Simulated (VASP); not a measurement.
# NaCl (Fm-3m) in VASP: further runs, part 2 of 2

VASP 6.6.1. The steps go on from the part before.

**4. Vibrations by perturbation theory, PBEsol (phonons at volume x 0.98)**

INCAR

```
SYSTEM = NaCl
PREC = Accurate ; ENCUT = 520
EDIFF = 1E-8 ; ISMEAR = 0
SIGMA = 0.01 ; LREAL = .FALSE.
LASPH = .TRUE. ; NELM = 80
ALGO = Normal ; ISIF = 2
LWAVE = .FALSE. ; LCHARG = .FALSE.
GGA = PS ; IBRION = 8
NSW = 1 ; LEPSILON = .TRUE.
```

KPOINTS

```
regular mesh
0
G
  8 8 8
  0 0 0
```

POSCAR

```
NaCl
1.0
    0.0000000000      2.7821533052      2.7821533052
    2.7821533052      0.0000000000      2.7821533052
    2.7821533052      2.7821533052      0.0000000000
Na Cl
1 1
Direct
    0.0000000000      0.0000000000      0.0000000000
    0.5000000000      0.5000000000      0.5000000000
```

Potentials or basis: VASP PAW PBE potentials, release 64 (Na_pv, Cl).

The run is started by

```bash
$ cat potpaw_PBE.64/Na_pv/POTCAR potpaw_PBE.64/Cl/POTCAR > POTCAR
$ mpirun -np 1 vasp_std > vasp.out
```

OUTCAR:

```text
SYSTEM = NaCl
   PREC = Accurate
   ENCUT = 520
   EDIFF = 1E-8
   ISMEAR = 0
   LREAL = .FALSE.
   LASPH = .TRUE.
   NELM = 80
   ISIF = 2
   GGA = PS
   IBRION = 8
   NSW = 1
   LEPSILON = .TRUE.

 ion  position               nearest neighbor table
   1  0.000  0.000  0.000-
   2  0.500  0.500  0.500-

  LATTYP: Found a face centered cubic cell.
 ALAT       =     5.5643066104
[... 664 lines left out ...]
      0.000000  0.000000  0.000000     0.000000    0.780037    0.000000
      2.782153  2.782153  2.782153     0.000000   -0.625733    0.000000
[... 21 lines left out ...]
   6 f/i=    0.009979 THz     0.062697 2PiTHz    0.332849 cm-1     0.041268 meV
             X         Y         Z           dx          dy          dz
      0.000000  0.000000  0.000000     0.000000    0.000000   -0.625733
      2.782153  2.782153  2.782153     0.000000    0.000000   -0.780037

--------------------------------------------------------------------------------------------------------

 MACROSCOPIC STATIC DIELECTRIC TENSOR IONIC CONTRIBUTION
 ------------------------------------------------------
           3.066712     0.000000    -0.000000
           0.000000     3.066712    -0.000000
          -0.000000    -0.000000     3.066712
 ------------------------------------------------------

 ELASTIC MODULI CONTR FROM IONIC RELAXATION (kBar)
 Direction    XX          YY          ZZ          XY          YZ          ZX
 --------------------------------------------------------------------------------
 XX           0.0000      0.0000      0.0000      0.0000      0.0000      0.0000
 YY           0.0000      0.0000      0.0000      0.0000      0.0000      0.0000
 ZZ           0.0000      0.0000      0.0000      0.0000      0.0000      0.0000
 XY           0.0000      0.0000      0.0000      0.0000      0.0000      0.0000
 YZ           0.0000      0.0000      0.0000      0.0000      0.0000      0.0000
 ZX           0.0000      0.0000      0.0000      0.0000      0.0000      0.0000
 --------------------------------------------------------------------------------

 PIEZOELECTRIC TENSOR IONIC CONTR  for field in x, y, z        (C/m^2)
          XX          YY          ZZ          XY          YZ          ZX
  --------------------------------------------------------------------------------
  x     0.00000     0.00000     0.00000     0.00000     0.00000     0.00000
  y     0.00000     0.00000     0.00000     0.00000     0.00000     0.00000
  z     0.00000     0.00000     0.00000     0.00000     0.00000     0.00000
```

OSZICAR:

```text
N       E                     dE             d eps       ncg     rms          rms(c)
DAV:   1     0.980960955589E+02    0.98096E+02   -0.75451E+03   638   0.128E+03
DAV:   2     0.102192401055E+01   -0.97074E+02   -0.90161E+02   734   0.284E+02
DAV:   3    -0.699332444870E+01   -0.80152E+01   -0.79685E+01   755   0.834E+01
[... 172 lines left out ...]
RMM:  10    -0.193432810663E+00   -0.10854E-05    0.23131E-08  2324   0.218E-04    0.243E-05
RMM:  11    -0.193433104265E+00   -0.29360E-06    0.24867E-08  2536   0.804E-05    0.608E-06
RMM:  12    -0.193433118807E+00   -0.14542E-07    0.30124E-07  2377   0.274E-05    0.362E-06
RMM:  13    -0.193433130875E+00   -0.12068E-07    0.81325E-08  2272   0.129E-05    0.133E-06
RMM:  14    -0.193433116262E+00    0.14612E-07    0.67998E-08  1933   0.853E-06    0.509E-07
RMM:  15    -0.193433107830E+00    0.84326E-08    0.26096E-08  1565   0.713E-06    0.657E-08
 Linear response finished
```

stdout:

```text
POSCAR found type information on POSCAR NaCl
 POSCAR found :  2 types and       2 ions
 scaLAPACK will be used
 -----------------------------------------------------------------------------
|                                                                             |
|                                                                             |
|     You enforced a specific xc type in the INCAR file but a different       |
[... 39 lines left out ...]
 force on displaced ion       1 direction 1 :  -1.618   0.000   0.000
 Born effective charge ion    1 direction 1 :   1.084   0.000   0.000
 Linear response progress:
 first order change of Fermi-energy   0.91406E-04
 force on displaced ion       2 direction 1 :  -1.605   0.000   0.000
 Born effective charge ion    2 direction 1 :  -1.085   0.000   0.000
 Born effective charges drift removed
 Linear response finished
```

It took 2.4 min on 1 thread of Intel Xeon 6975P-C (Granite Rapids), shared host; peak memory 0.22 GiB.

Results:

```yaml
Electronic_dielectric_tensor_diagonal: 2.58
Born_charges_mean_of_the_diagonal: Na +1.08; Cl -1.08 e
Highest_phonon_frequency_at_Γ_LO-TO_splitting_left_out: 177 cm⁻¹
```

Phonon frequencies in cm⁻¹ (negative: imaginary):
```tsv
q point	frequencies
(0.000, 0.000, 0.000)	0 0 0 177 177 177
```

Electronic dielectric tensor:
```
2.58 0.00 0.00
0.00 2.58 0.00
0.00 0.00 2.58
```

Born effective charge tensors (e):
atom 1, Na
```
1.08 0.00 0.00
0.00 1.08 0.00
0.00 0.00 1.08
```
atom 2, Cl
```
-1.08  0.00  0.00
 0.00 -1.08  0.00
 0.00  0.00 -1.08
```

Caveat: the cell differs from its parent crystal (phonons at volume x 0.98); the PAW data sets were made with another functional, which shifts forces and pressure a little.

**5. Vibrations by perturbation theory, PBEsol**

This run uses another cell than the first one, of 21.97 Å³/atom, 1.339 times its volume.

INCAR

```
SYSTEM = NaCl
ALGO = Normal
EDIFF = 1E-8
ENCUT = 520
GGA = PS
IBRION = 8
ISIF = 2
ISMEAR = 0
LASPH = .TRUE.
LCHARG = .TRUE.
LEPSILON = .TRUE.
LREAL = .FALSE.
LWAVE = .FALSE.
NELM = 60
NSW = 1
PREC = Accurate
SIGMA = 0.01
```

KPOINTS

```
k-points
0
G
  8 8 8
  0 0 0
```

POSCAR

```
NaCl
1.0
    0.0000000000      2.8009522086      2.8009522086
    2.8009522086      0.0000000000      2.8009522086
    2.8009522086      2.8009522086      0.0000000000
Na Cl
1 1
Direct
    0.0000000000      0.0000000000      0.0000000000
    0.5000000000      0.5000000000      0.5000000000
```

Potentials or basis: VASP PAW PBE potentials, release 64 (Na_pv, Cl).

The run is started by

```bash
$ cat potpaw_PBE.64/Na_pv/POTCAR potpaw_PBE.64/Cl/POTCAR > POTCAR
$ mpirun -np 1 vasp_std > vasp.out
```

OUTCAR:

```text
SYSTEM = NaCl
   EDIFF = 1E-8
   ENCUT = 520
   GGA = PS
   IBRION = 8
   ISIF = 2
   ISMEAR = 0
   LASPH = .TRUE.
   LEPSILON = .TRUE.
   LREAL = .FALSE.
   NELM = 60
   NSW = 1
   PREC = Accurate

 ion  position               nearest neighbor table
   1  0.000  0.000  0.000-
   2  0.500  0.500  0.500-

[... 665 lines left out ...]
             X         Y         Z           dx          dy          dz
      0.000000  0.000000  0.000000    -0.199818   -0.754981    0.000000
      2.800952  2.800952  2.800952     0.159798    0.603773   -0.000000
[... 21 lines left out ...]
   6 f/i=    0.017020 THz     0.106939 2PiTHz    0.567724 cm-1     0.070389 meV
             X         Y         Z           dx          dy          dz
      0.000000  0.000000  0.000000     0.136348   -0.439423    0.422367
      2.800952  2.800952  2.800952     0.170495   -0.549471    0.528144

--------------------------------------------------------------------------------------------------------

 MACROSCOPIC STATIC DIELECTRIC TENSOR IONIC CONTRIBUTION
 ------------------------------------------------------
           3.383578     0.000000     0.000000
           0.000000     3.383578     0.000000
           0.000000     0.000000     3.383578
 ------------------------------------------------------

 ELASTIC MODULI CONTR FROM IONIC RELAXATION (kBar)
 Direction    XX          YY          ZZ          XY          YZ          ZX
 --------------------------------------------------------------------------------
 XX           0.0000      0.0000      0.0000      0.0000      0.0000      0.0000
 YY           0.0000      0.0000      0.0000      0.0000      0.0000      0.0000
 ZZ           0.0000      0.0000      0.0000      0.0000      0.0000      0.0000
 XY           0.0000      0.0000      0.0000      0.0000      0.0000      0.0000
 YZ           0.0000      0.0000      0.0000      0.0000      0.0000      0.0000
 ZX           0.0000      0.0000      0.0000      0.0000      0.0000      0.0000
 --------------------------------------------------------------------------------

 PIEZOELECTRIC TENSOR IONIC CONTR  for field in x, y, z        (C/m^2)
          XX          YY          ZZ          XY          YZ          ZX
  --------------------------------------------------------------------------------
  x     0.00000     0.00000     0.00000     0.00000     0.00000     0.00000
  y     0.00000     0.00000     0.00000     0.00000     0.00000     0.00000
  z     0.00000     0.00000     0.00000     0.00000     0.00000     0.00000
```

OSZICAR:

```text
N       E                     dE             d eps       ncg     rms          rms(c)
DAV:   1     0.957755754668E+02    0.95776E+02   -0.74069E+03   644   0.128E+03
DAV:   2     0.167238323507E+01   -0.94103E+02   -0.87128E+02   708   0.282E+02
DAV:   3    -0.697590703506E+01   -0.86483E+01   -0.85912E+01   761   0.847E+01
DAV:   4    -0.715553881866E+01   -0.17963E+00   -0.17949E+00   725   0.137E+01
DAV:   5    -0.715992997407E+01   -0.43912E-02   -0.43909E-02   802   0.207E+00    0.192E+00
[... 173 lines left out ...]
RMM:   9    -0.193659942750E+00    0.74417E-05   -0.22494E-08  2310   0.743E-04    0.132E-04
RMM:  10    -0.193661468052E+00   -0.15253E-05   -0.40445E-08  2258   0.246E-04    0.256E-05
RMM:  11    -0.193661839332E+00   -0.37128E-06    0.67552E-09  2502   0.885E-05    0.469E-06
RMM:  12    -0.193661872616E+00   -0.33284E-07    0.34191E-07  2438   0.279E-05    0.451E-06
RMM:  13    -0.193661869536E+00    0.30797E-08    0.64268E-08  2106   0.883E-06    0.163E-06
 Linear response finished
```

stdout:

```text
POSCAR found type information on POSCAR NaCl
 POSCAR found :  2 types and       2 ions
 scaLAPACK will be used
 -----------------------------------------------------------------------------
|                                                                             |
|                                                                             |
|     You enforced a specific xc type in the INCAR file but a different       |
[... 39 lines left out ...]
 force on displaced ion       1 direction 1 :  -1.457   0.000   0.000
 Born effective charge ion    1 direction 1 :   1.090   0.000   0.000
 Linear response progress:
 first order change of Fermi-energy   0.16730E-03
 force on displaced ion       2 direction 1 :  -1.437   0.000   0.000
 Born effective charge ion    2 direction 1 :  -1.090   0.000   0.000
 Born effective charges drift removed
 Linear response finished
```

It took 2.4 min on 1 thread of Intel Xeon 6975P-C (Granite Rapids), shared host; peak memory 0.23 GiB.

What came out:

* Electronic dielectric tensor (diagonal): 2.57
* Born charges (mean of the diagonal): Na +1.09; Cl -1.09 e
* Highest phonon frequency at Γ, LO-TO splitting left out: 168 cm⁻¹

Phonon frequencies in cm⁻¹ (negative: imaginary):
```
              q point           frequencies
(0.000, 0.000, 0.000)  -1 -1 -1 168 168 168
```

Electronic dielectric tensor:
```
2.57 0.00 0.00
0.00 2.57 0.00
0.00 0.00 2.57
```

Born effective charge tensors (e):
atom 1, Na
```
1.09 0.00 0.00
0.00 1.09 0.00
0.00 0.00 1.09
```
atom 2, Cl
```
-1.09  0.00  0.00
 0.00 -1.09  0.00
 0.00  0.00 -1.09
```

Caveat: the PAW data sets were made with another functional, which shifts forces and pressure a little.
